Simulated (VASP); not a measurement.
Runs of VASP 6.6.1 on Pt. The structure is that of space group Im-3m (No. 229), or close to it. The cells are those of the table. This isn't the form of Pt at room conditions, which is fcc.

| cell | k mesh | gap on the mesh (eV) | pressure (GPa) |
| --- | --- | --- | --- |
| a = 2.759 Å, angles 109.5°, 1 atom | 24 × 24 × 24 | none | (b) |
| a = 2.777 Å, angles 109.5°, 1 atom | 24 × 24 × 24 | none | (a) |
| a = 2.722 Å, angles 109.5°, 1 atom | 24 × 24 × 24 | none | 4.4 |
| a = 2.795 Å, angles 109.5°, 1 atom | 24 × 24 × 24 | none | -12.3 |
| a = 2.741 Å, angles 109.5°, 1 atom | 24 × 24 × 24 | none | -0.6 |
| a = 2.685 Å, angles 109.5°, 1 atom | 48 × 48 × 48 | none | 16.6 |

Alike in all rows: task single point; level PBE; potentials or basis VASP PAW PBE potentials, release 64 (Pt); no spin polarisation; cutoff (eV) 520; smearing fermi-dirac 0.0612256 eV.

Task: Estimate the missing entries.

Result: (a) -8.9; (b) -5.0.

Caveats: spin-orbit coupling is left out, which moves the levels of the heavy elements; the cell stands under tension (at least some runs); the cell stands under pressure (at least some runs).

A k mesh can miss the band edges, and the runs leave out spin-orbit coupling on Pt.

A gap of «none» marks levels without a gap at the run's occupations.
